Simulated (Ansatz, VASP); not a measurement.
**One calculation of Sb, two programs**

The input INCAR:

```
  PREC = Accurate
  ENCUT = 600
  EDIFF = 1E-7
  ISMEAR = 0
  SIGMA = 0.1
  LREAL = False
  LASPH = True
  NELM = 60
  ALGO = Normal
  ISIF = 3
  LWAVE = False
  LCHARG = False
  GGA = PE
  IBRION = 2
  NSW = 100
  EDIFFG = -0.01
```

KPOINTS

```
Automatic mesh
0
Gamma
  18 18 18
```

POSCAR

```
Sb
1.0
    2.1890282297     -2.2118352615      0.0000000000
    2.1890282297      2.2118352615      0.0000000000
    0.0000000000      0.0000000000      3.1018362741
Sb
1
Direct
    0.5000000000      0.5000000000      0.5000000000
```

Input for Ansatz:

```yaml
crystal:
  lattice:
    - [2.1890282297, -2.2118352615, 0.0]
    - [2.1890282297, 2.2118352615, 0.0]
    - [0.0, 0.0, 3.1018362741]
  atoms:
    - { symbol: Sb, position: [0.5, 0.5, 0.5] }
basis:
  ecutwfc: 420
kpoints:
  mp_grid: { grid: [18, 18, 18] }
hamiltonian:
  xc: pbe
scf:
  occupations: { method: gaussian, width: 0.1 }
output:
  forces: true
  stress: true
  eigenvalues: true
relax:
  adjacent_minimum: "off"
  f_tol: 0.01
  max_steps: 80
  cell: { stress_tol: 0.05 }
```

Change from the starting cell: the structure that the rattled cell fell into.

Alike in both runs: task relaxation of cell and atoms; functional PBE; k mesh 18 × 18 × 18; occupations gaussian, width 0.1 eV; no spin polarisation.

|  | VASP | Ansatz |
| --- | --- | --- |
| version | VASP 6.6.1 | Ansatz 0.2.0 |
| potentials or method | VASP PAW PBE potentials, release 64 (Sb), cutoff 600 eV | scalar-relativistic, plane waves, PAW |
| valence electrons in the cell | 5 | 15 |

```tsv
	VASP	Ansatz	Ansatz less VASP
gap on the k mesh at the Fermi level, each at its own relaxed structure (eV)	none	none	-
relaxed volume (Å³/atom)	30.03	30.07	+0.032
relaxed length of the cell vector where the two differ most in proportion (Å)	3.109	3.110	+0.0017
```

A gap of «none» marks a metal or a gap that the smearing closes. VASP's potentials hold 5 valence electrons a cell and Ansatz's 15, so a difference there can come from the potentials and not from the codes.

Spin-orbit coupling is off throughout.
